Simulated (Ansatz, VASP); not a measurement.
# PbS in VASP and in Ansatz

```
CELL_PARAMETERS angstrom
0.00000 2.81675 2.81675
2.81675 0.00000 2.81675
2.81675 2.81675 0.00000
ATOMIC_POSITIONS crystal
Pb 0.00000 0.00000 0.00000
S 0.50000 0.50000 0.50000
```

Change from the starting cell: strain -0.050 along x and y, -0.050 along z, atoms carried along.

Alike in both runs: task single point; functional PBE; k mesh 10 × 10 × 10; occupations gaussian, width 0.03 eV; no spin polarisation.

|  | VASP | Ansatz |
| --- | --- | --- |
| version | VASP 6.6.1 | Ansatz 0.2.0 |
| potentials or method | VASP PAW PBE potentials, release 64 (Pb_d, S), cutoff 520 eV | scalar-relativistic, plane waves, PAW |
| valence electrons in the cell | 20 | 20 |

|  | VASP | Ansatz | Ansatz less VASP |
| --- | --- | --- | --- |
| gap on the k mesh at the Fermi level (eV) | 0.35 | 0.36 | +0.010 |
| least direct gap on the mesh (eV) | 0.35 | 0.36 | +0.010 |
| pressure (GPa) | 15.2 | 15.3 | +0.09 |

Spin-orbit coupling is off throughout.
